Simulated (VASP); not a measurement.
# KCl (P4/mmm) in VASP: a series of runs

KCl is run at these levels: PBE; tasks: electric field gradients.

Program: VASP 6.6.1. These are calculated values, not measurements. Logs are shortened: lines on timing, memory, paths and dates and some standing lists are left out, and cuts for length are marked.

## (1) The cell of the first run

It takes space group P4/mmm (No. 123, tetragonal). The conventional cell has a = 3.707 Å, b = 3.707 Å, c = 3.634 Å, α = 90.00°, β = 90.00°, γ = 90.00°. Within 4.2 Å of K (site symmetry 4/mmm) lie 8 Cl at 3.19 Å and 6 K at 3.63 to 3.71 Å. Cl (site symmetry 4/mmm) has 8 K at 3.19 Å and 6 Cl at 3.63 to 3.71 Å within 4.2 Å.

## (2) Electric field gradients, PBE (equal xx and yy strain of +2 %)

INCAR reads:

```
PREC     = Accurate       # precision mode
ENCUT    = 520            # plane-wave cutoff, eV
EDIFF    = 1E-8           # SCF threshold, eV
ISMEAR   = -1             # smearing method
SIGMA    = 0.02           # smearing width, eV
LREAL    = F              # projectors in reciprocal space
LASPH    = T              # aspherical terms in the spheres
NELM     = 60             # most SCF steps
ALGO     = Normal         # electronic algorithm
ISIF     = 2              # what is computed and relaxed
LWAVE    = F              # write WAVECAR
LCHARG   = F              # write CHGCAR
GGA      = PE             # functional
LEFG     = T            
NBANDS   = 15             # bands
```

KPOINTS reads:

```
Automatic mesh
0
Gamma
  7 7 7
```

POSCAR reads:

```
KCl
1.0
    3.7066800000      0.0000000000      0.0000000000
    0.0000000000      3.7066800000      0.0000000000
    0.0000000000      0.0000000000      3.6340000000
K Cl
1 1
Direct
    0.0000000000      0.0000000000      0.0000000000
    0.5000000000      0.5000000000      0.5000000000
```

Potentials or basis: VASP PAW PBE potentials, release 64 (K_sv, Cl).

Command:

```console
cat potpaw_PBE.64/K_sv/POTCAR potpaw_PBE.64/Cl/POTCAR > POTCAR
mpirun -np 1 vasp_std > vasp.out
```

OUTCAR:

```text
PREC = Accurate
   ENCUT = 520
   EDIFF = 1E-8
   ISMEAR = -1
   LREAL = F
   LASPH = T
   NELM = 60
   ISIF = 2
   GGA = PE

 ion  position               nearest neighbor table
   1  0.000  0.000  0.000-   2 3.19   2 3.19   2 3.19   2 3.19   2 3.19   2 3.19   2 3.19   2 3.19

   2  0.500  0.500  0.500-   1 3.19   1 3.19   1 3.19   1 3.19   1 3.19   1 3.19   1 3.19   1 3.19

  LATTYP: Found a simple tetragonal cell.
 ALAT       =     3.7066800000
 C/A-ratio  =     0.9803921569

  Lattice vectors:

 A1 = (   3.7066800000,   0.0000000000,   0.0000000000)
 A2 = (   0.0000000000,   3.7066800000,   0.0000000000)
 A3 = (   0.0000000000,   0.0000000000,   3.6340000000)

Analysis of symmetry for initial positions (statically):
=====================================================================
 Subroutine PRICEL returns:
 Original cell was already a primitive cell.

 Routine SETGRP: Setting up the symmetry group for a
 simple tetragonal supercell.

 Subroutine GETGRP returns: Found 16 space group operations
 (whereof 16 operations were pure point group operations)
 out of a pool of 16 trial point group operations.

The static configuration has the point symmetry D_4h.

Analysis of symmetry for dynamics (positions and initial velocities):
=====================================================================
 Subroutine PRICEL returns:
 Original cell was already a primitive cell.

 Routine SETGRP: Setting up the symmetry group for a
 simple tetragonal supercell.

 Subroutine GETGRP returns: Found 16 space group operations
 (whereof 16 operations were pure point group operations)
 out of a pool of 16 trial point group operations.

The dynamic configuration has the point symmetry D_4h.

 Subroutine INISYM returns: Found 16 space group operations
 (whereof 16 operations are pure point group operations),
 and found     1 'primitive' translations

----------------------------------------------------------------------------------------

                                     Primitive cell

  volume of cell :      49.9293

  direct lattice vectors                    reciprocal lattice vectors
     3.706680000  0.000000000  0.000000000     0.269783202  0.000000000  0.000000000
     0.000000000  3.706680000  0.000000000     0.000000000  0.269783202  0.000000000
     0.000000000  0.000000000  3.634000000     0.000000000  0.000000000  0.275178866

  length of vectors
     3.706680000  3.706680000  3.634000000     0.269783202  0.269783202  0.275178866

  position of ions in fractional coordinates (direct lattice)
     0.000000000  0.000000000  0.000000000
     0.500000000  0.500000000  0.500000000

  ion indices of the primitive-cell ions
   primitive index   ion index
                 1           1
                 2           2

----------------------------------------------------------------------------------------

 KPOINTS: Automatic mesh

Automatic generation of k-mesh.
 Grid dimensions read from file:
 generate k-points for:    7    7    7

 Generating k-lattice:

  Cartesian coordinates                     Fractional coordinates (reciprocal lattice)
     0.038540457  0.000000000  0.000000000     0.142857143  0.000000000  0.000000000
     0.000000000  0.038540457  0.000000000     0.000000000  0.142857143  0.000000000
     0.000000000  0.000000000  0.039311267     0.000000000  0.000000000  0.142857143

  Length of vectors
     0.038540457  0.038540457  0.039311267

  Shift w.r.t. Gamma in fractional coordinates (k-lattice)
     0.000000000  0.000000000  0.000000000

 Subroutine IBZKPT returns following result:
 ===========================================

 Found     40 irreducible k-points:

 Following reciprocal coordinates:
            Coordinates               Weight
  0.000000  0.000000  0.000000      1.000000
  0.142857  0.000000  0.000000      4.000000
  0.285714  0.000000  0.000000      4.000000
  0.428571  0.000000  0.000000      4.000000
  0.142857  0.142857  0.000000      4.000000
  0.285714  0.142857  0.000000      8.000000
[... 16 lines left out ...]
  0.285714  0.000000  0.285714      8.000000
  0.428571  0.000000  0.285714      8.000000
 [... further k-points ...]
   k-points           NKPTS =     40   k-points in BZ     NKDIM =     40   number of bands    NBANDS=     15
   number of dos      NEDOS =    301   number of ions     NIONS =      2
   total plane-waves  NPLWV =  21952
   dimension x,y,z NGX =    28 NGY =   28 NGZ =   28
   dimension x,y,z NGXF=    56 NGYF=   56 NGZF=   56
   ions per type =               1   1
   NGX,Y,Z   is equivalent  to a cutoff of  12.56, 12.56, 12.81 a.u.
   NGXF,Y,Z  is equivalent  to a cutoff of  25.12, 25.12, 25.62 a.u.
 SYSTEM =  unknown system
   PREC   = accura    normal or accurate (medium, high low for compatibility)
   ISTART =      0    job   : 0-new  1-cont  2-samecut
   ICHARG =      2    charge: 1-file 2-atom 10-const
   ISPIN  =      1    spin polarized calculation?
   LNONCOLLINEAR =      F non collinear calculations
   LSORBIT =      F    spin-orbit coupling
   LASPH  =      T    aspherical Exc in radial PAW
   ENCUT  =  520.0 eV  38.22 Ry    6.18 a.u.   6.89  6.89  6.76*2*pi/ulx,y,z
   NELM   =     60;   NELMIN=  2; NELMDL= -5     # of ELM steps
   EDIFF  = 0.1E-07   stopping-criterion for ELM
   LREAL  =      F    real-space projection
   EDIFFG = 0.1E-06   stopping-criterion for IOM
   NSW    =      0    number of steps for IOM
   IBRION =     -1    ionic relax: 0-MD 1-quasi-New 2-CG
   NFREE  =      0    steps in history (QN), initial steepest desc. (CG)
   ISIF   =      2    stress and relaxation
   ISYM   =      2    0-nonsym 1-usesym 2-fastsym
   POTIM  = 0.5000    time-step for ionic-motion
   TEBEG  =    0.0;   TEEND  =   0.0 temperature during run
   PSTRESS=    0.0 pullay stress
   NELECT =      16.0000    total number of electrons
   NUPDOWN=      -1.0000    fix difference up-down
   EMIN   =  10.00;   EMAX   =-10.00  energy-range for DOS
   EFERMI =   0.00;   METHOD = LEGACY
   ISMEAR =    -1;   SIGMA  =   0.02  broadening in eV -4-tet -1-fermi 0-gaus
   EFERMI_NEDOS =   21; number of points for ismear=-14 and -15
   IALGO  =     38    algorithm
   IMIX   =      4    mixing-type and parameters
     AMIX     =   0.40;   BMIX     =  1.00
     AMIX_MAG =   1.60;   BMIX_MAG =  1.00
  volume/ion in A,a.u.               =      24.96       168.47
  Fermi-wavevector in a.u.,A,eV,Ry     =   1.120288  2.117038 17.075935  1.255046
  Thomas-Fermi vector in A             =   2.256934
   LORBIT       =      0    0 simple, 1 ext, 2 COOP (PROOUT), +10 PAW based schemes
   GGA     = PE    functional components
[... 5 lines left out ...]
 non-spin polarized calculation
  energy-cutoff  :      520.00
  volume of cell :       49.93
 maximum number of plane-waves:      1357
 NGX is ok and might be reduce to    28
   NGX = 13   NGY = 13   NGZ = 13

 number of electron      15.9999995 magnetization

 Free energy of the ion-electron system (eV)
  ---------------------------------------------------
  ext. energy  EPLUGINS =         0.00000000
  ---------------------------------------------------
  free energy    TOTEN  =        -6.59471103 eV

  energy without entropy =       -6.59471103  energy(sigma->0) =       -6.59471103

 E-fermi :   0.2650     XC(G=0):  -8.6272

 val. band max:       -0.1246156212   @ k =   0.4286   0.4286   0.0000
 cond. band min:       5.1983483281   @ k =   0.0000   0.0000   0.0000
 fundamental gap:      5.3229639493
 Fermi energy:         0.2649717534

 k-point     1 :       0.0000    0.0000    0.0000
  band No.  band energies     occupation
      1     -28.0362      2.00000
      2     -12.9905      2.00000
      3     -11.3992      2.00000
      4     -11.3992      2.00000
      5     -11.3818      2.00000
      6      -0.4324      2.00000
      7      -0.4324      2.00000
      8      -0.3102      2.00000
      9       5.1983      0.00000
     10       6.2187      0.00000
     11       6.3157      0.00000
     12      10.6958      0.00000
     13      10.8541      0.00000
     14      10.8541      0.00000
     15      13.8153      0.00000
[... 397 lines left out ...]
 k-point    24 :       0.4286    0.0000    0.2857
  band No.  band energies     occupation
      1     -27.9863      2.00000
      2     -12.9203      2.00000
      3     -11.6084      2.00000
      4     -11.4178      2.00000
      5     -11.3293      2.00000
      6      -1.7794      2.00000
      7      -1.1785      2.00000
      8      -0.3255      2.00000
      9       6.9031      0.00000
     10       7.6010      0.00000
     11       9.3042      0.00000
     12       9.6933      0.00000
     13       9.7349      0.00000
     14      10.9559      0.00000
     15      12.5035      0.00000

 [... further k-points ...]
[... 5 lines left out ...]
  --------------------------------------------------------------------------------------
  -------------------------------------------------------------------------------------
  Total        0.8680538      0.8680538      1.1756382      0.0000000      0.0000000      0.0000000
  in kB       27.8549328     27.8549328     37.7249911      0.0000000      0.0000000      0.0000000
  external PRESSURE =      31.1449522 kB  Pullay stress =       0.0000000 kB

 VOLUME and BASIS-vectors are now :
 -----------------------------------------------------------------------------
  energy-cutoff  :      520.00
  volume of cell :       49.93
      direct lattice vectors                 reciprocal lattice vectors
     3.706680000  0.000000000  0.000000000     0.269783202  0.000000000  0.000000000
     0.000000000  3.706680000  0.000000000     0.000000000  0.269783202  0.000000000
     0.000000000  0.000000000  3.634000000     0.000000000  0.000000000  0.275178866

 POSITION                                       TOTAL-FORCE (eV/Angst)
 -----------------------------------------------------------------------------------
      0.00000      0.00000      0.00000         0.000000      0.000000      0.000000
      1.85334      1.85334      1.81700         0.000000      0.000000      0.000000
 -----------------------------------------------------------------------------------
    total drift:                               -0.000000      0.000000      0.000000

  FREE ENERGIE OF THE ION-ELECTRON SYSTEM (eV)
  ---------------------------------------------------
  free  energy   TOTEN  =        -6.5947110297 eV

  energy  without entropy=       -6.5947110296  energy(sigma->0) =       -6.59471103

 Electric field gradients (V/A^2)
---------------------------------------------------------------------
 ion       V_xx      V_yy      V_zz      V_xy      V_xz      V_yz
---------------------------------------------------------------------
   1      -1.287    -1.287     2.573     0.000    -0.000    -0.000
   2       2.531     2.531    -5.061     0.000    -0.000    -0.000
---------------------------------------------------------------------

 Electric field gradients after diagonalization (V/A^2)
 (convention: |V_zz| > |V_xx| > |V_yy|)
----------------------------------------------------------------------
 ion       V_xx      V_yy      V_zz     asymmetry (V_yy - V_xx)/ V_zz
----------------------------------------------------------------------
   1      -1.287    -1.287     2.573       0.000
   2       2.531     2.531    -5.061       0.000
----------------------------------------------------------------------

           NMR quadrupolar parameters

 Cq : quadrupolar parameter    Cq=e*Q*V_zz/h
 eta: asymmetry parameters     (V_yy - V_xx)/ V_zz
 Q  : nuclear electric quadrupole moment in mb (millibarn)
----------------------------------------------------------------------
 ion       Cq(MHz)       eta       Q (mb)
----------------------------------------------------------------------
   1       0.006       0.000       1.000
   2      -0.012       0.000       1.000
----------------------------------------------------------------------
```

It took 20 s on 1 thread of Intel Xeon Platinum 8488C (Sapphire Rapids), shared host; peak memory 0.16 GiB.

Results:

| Item | Value |
| --- | --- |
| Free energy | -6.5947 eV |
| Pressure | 3.1 GPa |
| Band gap on the k mesh | 5.32 eV, indirect (least direct gap 5.51 eV) |

Levels at points of the mesh, in eV from the valence-band top:
```
           k point  band 5  band 6  band 7  band 8  band 9  band 10  band 11  band 12
(0.00, 0.00, 0.00)  -11.26   -0.31   -0.31   -0.19    5.32     6.34     6.44    10.82
```

Electric field gradients, principal values (V/Å²):
```tsv
atom	least	middle	greatest (by size)
1 K	-1.287	-1.287	2.573
2 Cl	2.531	2.531	-5.061
```

Caveat: the cell differs from its parent crystal (equal xx and yy strain of +2 %); without QUAD_EFG the Cq values of the log hold for a quadrupole moment of 1 mb, not for the nuclei. A k mesh can miss the band edges.

## (3) Electric field gradients, PBE (equal xx and yy strain of +2 %)

INCAR reads:

```
SYSTEM = KCl
ALGO = Normal ; EDIFF = 1E-8
ENCUT = 520 ; GGA = PE
ISIF = 2 ; ISMEAR = -1
LASPH = .TRUE. ; LCHARG = .FALSE.
LEFG = .TRUE. ; LREAL = .FALSE.
LWAVE = .FALSE. ; NBANDS = 15
NELM = 100 ; PREC = Accurate
SIGMA = 0.02
```

KPOINTS reads:

```
k-points
0
G
  7 7 7
  0 0 0
```

POSCAR is that of step 2.

Potentials or basis: VASP PAW PBE potentials, release 64 (K_sv, Cl).

Command:

```console
cat potpaw_PBE.64/K_sv/POTCAR potpaw_PBE.64/Cl/POTCAR > POTCAR
mpirun -np 1 vasp_std > vasp.out
```

OUTCAR:

```text
SYSTEM = KCl
   EDIFF = 1E-8
   ENCUT = 520
   GGA = PE
   ISIF = 2
   ISMEAR = -1
   LASPH = .TRUE.
   LREAL = .FALSE.
   NELM = 100
   PREC = Accurate

 ion  position               nearest neighbor table
   1  0.000  0.000  0.000-   2 3.19   2 3.19   2 3.19   2 3.19   2 3.19   2 3.19   2 3.19   2 3.19

   2  0.500  0.500  0.500-   1 3.19   1 3.19   1 3.19   1 3.19   1 3.19   1 3.19   1 3.19   1 3.19

  LATTYP: Found a simple tetragonal cell.
 ALAT       =     3.7066800000
 C/A-ratio  =     0.9803921569

  Lattice vectors:

 A1 = (   3.7066800000,   0.0000000000,   0.0000000000)
 A2 = (   0.0000000000,   3.7066800000,   0.0000000000)
 A3 = (   0.0000000000,   0.0000000000,   3.6340000000)

Analysis of symmetry for initial positions (statically):
=====================================================================
 Subroutine PRICEL returns:
 Original cell was already a primitive cell.

 Routine SETGRP: Setting up the symmetry group for a
 simple tetragonal supercell.
[... 622 lines left out ...]
      direct lattice vectors                 reciprocal lattice vectors
     3.706680000  0.000000000  0.000000000     0.269783202  0.000000000  0.000000000
     0.000000000  3.706680000  0.000000000     0.000000000  0.269783202  0.000000000
     0.000000000  0.000000000  3.634000000     0.000000000  0.000000000  0.275178866

 POSITION                                       TOTAL-FORCE (eV/Angst)
 -----------------------------------------------------------------------------------
      0.00000      0.00000      0.00000         0.000000      0.000000      0.000000
      1.85334      1.85334      1.81700         0.000000      0.000000      0.000000
 -----------------------------------------------------------------------------------
    total drift:                               -0.000000      0.000000      0.000000

  FREE ENERGIE OF THE ION-ELECTRON SYSTEM (eV)
  ---------------------------------------------------
  free  energy   TOTEN  =        -6.5947110297 eV

  energy  without entropy=       -6.5947110296  energy(sigma->0) =       -6.59471103

 Electric field gradients (V/A^2)
---------------------------------------------------------------------
 ion       V_xx      V_yy      V_zz      V_xy      V_xz      V_yz
---------------------------------------------------------------------
   1      -1.287    -1.287     2.573     0.000    -0.000    -0.000
   2       2.531     2.531    -5.061     0.000    -0.000    -0.000
---------------------------------------------------------------------

 Electric field gradients after diagonalization (V/A^2)
 (convention: |V_zz| > |V_xx| > |V_yy|)
----------------------------------------------------------------------
 ion       V_xx      V_yy      V_zz     asymmetry (V_yy - V_xx)/ V_zz
----------------------------------------------------------------------
   1      -1.287    -1.287     2.573       0.000
   2       2.531     2.531    -5.061       0.000
----------------------------------------------------------------------

           NMR quadrupolar parameters

 Cq : quadrupolar parameter    Cq=e*Q*V_zz/h
 eta: asymmetry parameters     (V_yy - V_xx)/ V_zz
 Q  : nuclear electric quadrupole moment in mb (millibarn)
----------------------------------------------------------------------
 ion       Cq(MHz)       eta       Q (mb)
----------------------------------------------------------------------
   1       0.006       0.000       1.000
   2      -0.012       0.000       1.000
----------------------------------------------------------------------
```

stdout:

```text
POSCAR found type information on POSCAR K Cl
 POSCAR found :  2 types and       2 ions
 scaLAPACK will be used
 LDA part: xc-table for (Slater+PW92), standard interpolation
 POSCAR, INCAR and KPOINTS ok, starting setup
 FFT: planning ... GRIDC
 FFT: planning ... GRID_SOFT
 FFT: planning ... GRID
 WAVECAR not read
 entering main loop
ion   1

ion   2
```

It took 21 s on 1 thread of Intel Xeon Platinum 8488C (Sapphire Rapids), shared host; peak memory 0.16 GiB.

Results:

```yaml
Free_energy: -6.5947 eV
Pressure: 3.1 GPa
Band_gap_on_the_k_mesh: 5.32 eV, indirect (least direct gap 5.51 eV)
```

Levels at points of the mesh, in eV from the valence-band top:
| k point | band 6 | band 7 | band 8 | band 9 | band 10 | band 11 |
| --- | --- | --- | --- | --- | --- | --- |
| (0.00, 0.00, 0.00) | -0.31 | -0.31 | -0.19 | 5.32 | 6.34 | 6.44 |

Electric field gradients, principal values (V/Å²):
| atom | least | middle | greatest (by size) |
| --- | --- | --- | --- |
| 1 K | -1.287 | -1.287 | 2.573 |
| 2 Cl | 2.531 | 2.531 | -5.061 |

Caveat: the cell differs from its parent crystal (equal xx and yy strain of +2 %); without QUAD_EFG the Cq values of the log hold for a quadrupole moment of 1 mb, not for the nuclei.

(Continued in part 2 of 2.)
